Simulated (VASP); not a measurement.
Here is a VASP 6.6.1 calculation.

The input INCAR:

```
PREC     = Accurate       # precision mode
ENCUT    = 400            # plane-wave cutoff, eV
EDIFF    = 1E-6           # SCF threshold, eV
ISMEAR   = 0              # smearing method
SIGMA    = 0.05           # smearing width, eV
LREAL    = False          # projectors in reciprocal space
LASPH    = True           # aspherical terms in the spheres
NELM     = 120            # most SCF steps
ALGO     = Normal         # electronic algorithm
ISIF     = 2              # what is computed and relaxed
LWAVE    = False          # write WAVECAR
LCHARG   = False          # write CHGCAR
LDIPOL   = True         
IDIPOL   = 3            
DIPOL    = 0.5 0.5 0.281
GGA      = PE             # functional
IVDW     = 12             # dispersion correction
NBANDS   = 62             # bands
GGA_COMPAT= False        
NELMDL   = -8
```

The input KPOINTS:

```
Automatic mesh
0
Gamma
  6 6 1
```

File POSCAR:

```
Zr2HS4
1.0
    7.2976778227      0.0000000000      0.0000000000
   -3.6488389114      6.3199743831      0.0000000000
    0.0000000000      0.0000000000     20.9171506047
S Zr H
8 4 2
Direct
    0.3333333333      0.1666666667      0.1912306354
    0.3333333333      0.6666666667      0.1912306354
    0.8333333333      0.1666666667      0.1912306354
    0.8333333333      0.6666666667      0.1912306354
    0.1666666667      0.3333333333      0.3306927762
    0.1666666667      0.8333333333      0.3306927762
    0.6666666667      0.3333333333      0.3306927762
    0.6666666667      0.8333333333      0.3306927762
    0.0000000000      0.0000000000      0.2609617058
    0.0000000000      0.5000000000      0.2609617058
    0.5000000000      0.0000000000      0.2609617058
    0.5000000000      0.5000000000      0.2609617058
    0.3575287687      0.7150575375      0.3981015752
    0.4758045646      0.9516091292      0.3981015752
```

Potentials or basis: VASP PAW PBE potentials, release 64 (S, Zr_sv, H).

Launch:

```console
$ cat potpaw_PBE.64/S/POTCAR potpaw_PBE.64/Zr_sv/POTCAR potpaw_PBE.64/H/POTCAR > POTCAR
$ mpirun -np 1 vasp_std > vasp.out
```

(1) Predict the band gap on the k mesh.

(2) Predict the dispersion energy per atom.

(3) Predict the largest force.

## Answers

(1) 0.78 eV (least direct gap 0.82 eV).

(2) -0.226 eV.

(3) 3.582 eV/Å.
